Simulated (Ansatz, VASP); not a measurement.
Two plane-wave programs on ZnS

Contents of INCAR:

```
SYSTEM = ZnS
PREC     = Accurate       ! precision mode
ENCUT    = 520            ! plane-wave cutoff, eV
EDIFF    = 1E-6           ! SCF threshold, eV
ISMEAR   = 0              ! smearing method
SIGMA    = 0.05           ! smearing width, eV
LREAL    = .False.        ! projectors in reciprocal space
LASPH    = .True.         ! aspherical terms in the spheres
NELM     = 80             ! most SCF steps
ALGO     = Normal         ! electronic algorithm
ISIF     = 2              ! what is computed and relaxed
LWAVE    = .False.        ! write WAVECAR
LCHARG   = .False.        ! write CHGCAR
GGA      = PE             ! functional
NBANDS   = 16             ! bands
```

The input KPOINTS:

```
Automatic mesh
0
Gamma
  8 8 8
  0 0 0
```

Contents of POSCAR:

```
ZnS
1.0
    0.0000000000      2.7215639840      3.1297985816
    2.7215639840      0.0000000000      3.1297985816
    2.7215639840      2.7215639840      0.0000000000
Zn S
1 1
Direct
    0.0000000000      0.0000000000      0.0000000000
    0.7500000000      0.7500000000      0.7500000000
```

Input for Ansatz:

```yaml
crystal:
  lattice:
    - [0.0, 2.721563984, 3.1297985816]
    - [2.721563984, 0.0, 3.1297985816]
    - [2.721563984, 2.721563984, 0.0]
  atoms:
    - { symbol: Zn, position: [0.0, 0.0, 0.0] }
    - { symbol: S, position: [0.75, 0.75, 0.75] }
basis:
  ecutwfc: 420
kpoints:
  mp_grid: { grid: [8, 8, 8] }
hamiltonian:
  xc: pbe
scf:
  occupations: { method: gaussian, width: 0.05 }
output:
  forces: true
  stress: true
  eigenvalues: true
```

Change from the starting cell: strain +0.1500 x Voigt [0, 0, 1, 0, 0, 0], atoms carried along.

Alike in both runs: task single point; functional PBE; k mesh 8 × 8 × 8; occupations gaussian, width 0.05 eV; no spin polarisation.

```csv
,VASP,Ansatz
version,VASP 6.6.1,Ansatz 0.2.0
potentials or method,"VASP PAW PBE potentials, release 64 (Zn, S), cutoff 520 eV","scalar-relativistic, plane waves, PAW"
valence electrons in the cell,18,18
```

|  | VASP | Ansatz | Ansatz less VASP |
| --- | --- | --- | --- |
| gap on the k mesh at the Fermi level (eV) | 1.16 | 1.16 | 0.000 |
| least direct gap on the mesh (eV) | 1.16 | 1.16 | 0.000 |
| pressure (GPa) | -7.2 | -7.3 | -0.08 |
| traceless stress, the component that is largest in VASP (GPa) | -4.74 | -4.76 | -0.020 |

With one functional, cell and mesh, what is left measures potentials, basis and numerics.
